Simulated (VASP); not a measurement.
Wanted: the native input for a VASP 6.6.1 run.

```yaml
Task: single point
Functional: PBEsol
Potentials_or_basis: VASP PAW PBE potentials, release 64 (Li_sv)
Cutoff: 520 eV
k_mesh: 13 × 13 × 13
Occupations: fermi-dirac, width 0.08 eV
Spin: no spin polarisation
Dipole_correction: no
Further_INCAR_settings: ALGO = Normal; EDIFF = 1e-06; NBANDS = 8
```

The structure of Li lies in POSCAR:

```
Li
1.0
    0.0000000000      2.2240200000      2.2020000000
    2.2240200000      0.0000000000      2.2020000000
    2.2240200000      2.2240200000      0.0000000000
Li
1
Direct
    0.0000000000      0.0000000000      0.0000000000
```

This cell differs from its parent crystal: equal xx and yy strain of +1 %.

The input as run:

INCAR

```
SYSTEM = Li
PREC     = Accurate       ! precision mode
ENCUT    = 520            ! plane-wave cutoff, eV
EDIFF    = 1E-6           ! SCF threshold, eV
ISMEAR   = -1             ! smearing method
SIGMA    = 0.08           ! smearing width, eV
LREAL    = .FALSE.        ! projectors in reciprocal space
LASPH    = .TRUE.         ! aspherical terms in the spheres
NELM     = 100            ! most SCF steps
ALGO     = Normal         ! electronic algorithm
ISIF     = 2              ! what is computed and relaxed
LWAVE    = .FALSE.        ! write WAVECAR
LCHARG   = .FALSE.        ! write CHGCAR
GGA      = PS             ! functional
NBANDS   = 8              ! bands
```

KPOINTS

```
Automatic mesh
0
G
  13 13 13
  0 0 0
```

Potentials or basis: VASP PAW PBE potentials, release 64 (Li_sv).

Launch:

```sh
$ cat potpaw_PBE.64/Li_sv/POTCAR > POTCAR
$ mpirun -np 1 vasp_std > vasp.out
```

Wall time 14 s on 1 thread of AMD EPYC 9R45 96-Core Processor (Zen 5), on a shared host, peak memory 0.11 GiB.
